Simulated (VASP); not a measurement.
# SnGe15: single point with PBE

Crystal: SnGe15.

```
CELL_PARAMETERS angstrom
11.45806 0.00000 0.00000
0.00000 11.45806 0.00000
0.00000 0.00000 11.45806
ATOMIC_POSITIONS crystal
Ge 0.00043 0.99778 0.00067
Ge 0.99773 0.00023 0.49782
Ge 0.99769 0.50169 0.00465
Ge 0.99657 0.49850 0.49556
Ge 0.49994 0.99986 0.00016
Ge 0.49583 0.00812 0.50670
Ge 0.50167 0.49893 0.00091
Ge 0.50405 0.49707 0.49735
Ge 0.12523 0.12497 0.12521
Ge 0.13158 0.11847 0.61874
Ge 0.12541 0.62589 0.12614
Ge 0.11141 0.62475 0.62488
Ge 0.62457 0.12681 0.12428
Ge 0.62739 0.12674 0.62723
Ge 0.62689 0.62289 0.12279
Ge 0.62437 0.62393 0.62716
Ge 0.25230 0.24774 0.00428
Ge 0.25073 0.24853 0.49587
Ge 0.24927 0.75155 0.00090
Ge 0.74797 0.25046 0.00068
Ge 0.74837 0.24952 0.49829
Ge 0.74997 0.75015 0.00024
Ge 0.75599 0.74368 0.50616
Ge 0.37606 0.37410 0.12527
Ge 0.38120 0.36847 0.61860
Ge 0.37312 0.87548 0.12381
Ge 0.38120 0.88083 0.63434
Ge 0.87415 0.37503 0.12645
Ge 0.86766 0.38031 0.61885
Ge 0.87626 0.87424 0.12357
Ge 0.87562 0.87626 0.62683
Ge 0.24982 0.00128 0.24806
Ge 0.25103 0.99972 0.75290
Ge 0.24888 0.49694 0.24802
Ge 0.75611 0.00598 0.24396
Ge 0.74828 0.99822 0.75041
Ge 0.74970 0.49987 0.24987
Ge 0.74777 0.50035 0.75082
Ge 0.37440 0.12592 0.37316
Ge 0.37526 0.12599 0.87586
Ge 0.37928 0.61629 0.36857
Ge 0.38271 0.63250 0.88185
Ge 0.87617 0.12809 0.37499
Ge 0.86859 0.11836 0.88094
Ge 0.87587 0.62432 0.37313
Ge 0.87393 0.62489 0.87633
Ge 0.00079 0.25073 0.24987
Ge 0.99854 0.74992 0.24819
Ge 0.99630 0.75167 0.75265
Ge 0.50026 0.24989 0.24973
Ge 0.50199 0.24879 0.75052
Ge 0.49521 0.74264 0.24098
Ge 0.50463 0.75220 0.75296
Ge 0.12517 0.37474 0.37471
Ge 0.12566 0.37481 0.89014
Ge 0.11880 0.88122 0.36730
Ge 0.12501 0.87453 0.87499
Ge 0.62666 0.37361 0.37307
Ge 0.62468 0.37487 0.87505
Ge 0.62634 0.87550 0.87666
Sn 0.25034 0.75199 0.49870
Sn 0.25194 0.50012 0.75203
Sn 0.99911 0.24893 0.74978
Sn 0.62458 0.87456 0.37490
```

- Program: VASP 6.6.1
- Task: single point
- Functional: PBE
- Potentials or basis: VASP PAW PBE potentials, release 64 (Ge_d, Sn_d)
- Cutoff: 520 eV
- k mesh: 1 × 1 × 1
- Occupations: fermi-dirac, width 0.05 eV
- Spin: no spin polarisation

```yaml
Pressure: 4.9 GPa
Largest_force: 0.163 eV/Å
```

Forces in eV/Å, atoms in the order of the input:
```
Ge   0.091  0.064 -0.036
Ge   0.011 -0.011  0.059
Ge  -0.017  0.061 -0.024
Ge   0.072 -0.039  0.032
Ge  -0.014  0.021  0.007
Ge  -0.059  0.033 -0.017
Ge  -0.050 -0.066 -0.055
Ge  -0.054  0.088  0.093
Ge  -0.122 -0.010  0.028
Ge   0.102 -0.063 -0.071
Ge   0.081  0.005 -0.007
Ge  -0.089  0.022  0.041
Ge  -0.019 -0.073 -0.003
Ge  -0.004  0.016  0.021
Ge   0.038  0.032  0.040
Ge   0.000  0.014 -0.086
Ge   0.007 -0.028 -0.053
Ge  -0.044  0.061  0.090
Ge  -0.085 -0.046 -0.031
Ge   0.067  0.067  0.000
Ge   0.001 -0.006 -0.033
Ge   0.017 -0.007 -0.031
Ge   0.045 -0.059  0.093
Ge   0.038  0.070  0.071
Ge   0.069 -0.085 -0.073
Ge   0.065  0.023  0.021
Ge   0.034 -0.023  0.001
Ge  -0.023 -0.113 -0.016
Ge  -0.053  0.071  0.017
Ge  -0.079  0.013  0.025
Ge  -0.009 -0.040 -0.059
Ge   0.022 -0.020  0.008
Ge  -0.100  0.079  0.048
Ge  -0.042  0.001 -0.026
Ge   0.041  0.076 -0.038
Ge   0.028 -0.018 -0.024
Ge   0.023 -0.025  0.000
Ge   0.034  0.035  0.061
Ge   0.029 -0.034 -0.012
Ge   0.059 -0.017 -0.025
Ge   0.076 -0.042 -0.013
Ge   0.030  0.094  0.088
Ge   0.003 -0.025 -0.069
Ge  -0.089 -0.041  0.130
Ge  -0.096  0.096 -0.010
Ge  -0.001 -0.059 -0.055
Ge   0.002  0.015 -0.036
Ge   0.018 -0.018  0.001
Ge   0.016 -0.009  0.027
Ge   0.023 -0.004  0.010
Ge  -0.100  0.043  0.031
Ge  -0.084  0.018  0.011
Ge  -0.029 -0.082 -0.091
Ge   0.028 -0.037 -0.019
Ge  -0.070 -0.030  0.092
Ge  -0.052  0.072 -0.027
Ge   0.025 -0.025 -0.024
Ge  -0.028 -0.005 -0.033
Ge   0.052 -0.029 -0.032
Ge   0.038  0.063  0.100
Sn   0.055 -0.035  0.005
Sn   0.039  0.017 -0.098
Sn   0.026 -0.019 -0.023
Sn   0.009 -0.028 -0.006
```

Stress tensor (GPa, compression positive):
```
 4.92 -0.06 -0.05
-0.06  4.87 -0.16
-0.05 -0.16  4.92
```

Levels at points of the mesh, in eV from the Fermi level:
```tsv
k point	band 443	band 444	band 445	band 446	band 447	band 448	band 449	band 450	band 451	band 452
(0.00, 0.00, 0.00)	-1.26	-1.24	-1.20	-0.20	-0.01	0.00	0.02	0.04	0.09	0.10
```

Run time: 7.2 min on 4 MPI ranks on Intel(R) Xeon(R) Platinum 8375C CPU @ 2.90GHz (Ice Lake), on a shared host, peak memory 0.48 GiB a rank.

Caveat: the k points lie up to 0.55 Å⁻¹ apart; spin-orbit coupling is left out, which moves the levels of the heavy elements.
